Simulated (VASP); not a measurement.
Sb, 1 atom in the cell. It takes space group I4/mmm (No. 139, tetragonal). Conventional cell: a = 3.153 Å, b = 3.153 Å, c = 5.424 Å, α = 90.00°, β = 90.00°, γ = 90.00°. Within 4.1 Å of Sb (site symmetry 4/mmm) lie 12 Sb at 3.15 to 3.51 Å. 

| Property | Result |
| --- | --- |
| Program | VASP 6.6.1 |
| Task | single point |
| Functional | PBE |
| Potentials or basis | VASP PAW PBE potentials, release 64 (Sb) |
| Cutoff | 520 eV |
| k mesh | 24 × 24 × 24 |
| Occupations | gaussian, width 0.15 eV |
| Spin | no spin polarisation |
| Dipole correction | no |
| Further INCAR settings | ALGO = Normal; EDIFF = 1e-06; NBANDS = 8 |

Potentials or basis: VASP PAW PBE potentials, release 64 (Sb).

Run with:

```console
$ cat potpaw_PBE.64/Sb/POTCAR > POTCAR
$ mpirun -np 1 vasp_std > vasp.out
```

Hardware: 1 thread of Intel Xeon 6975P-C, on a shared host.

Problem. How long does it take, and how much memory?

Solution. It took 3.2 min on 1 thread of Intel Xeon 6975P-C (shared host), peak memory 0.35 GiB. Counts: scf iterations 9, k points 1063.
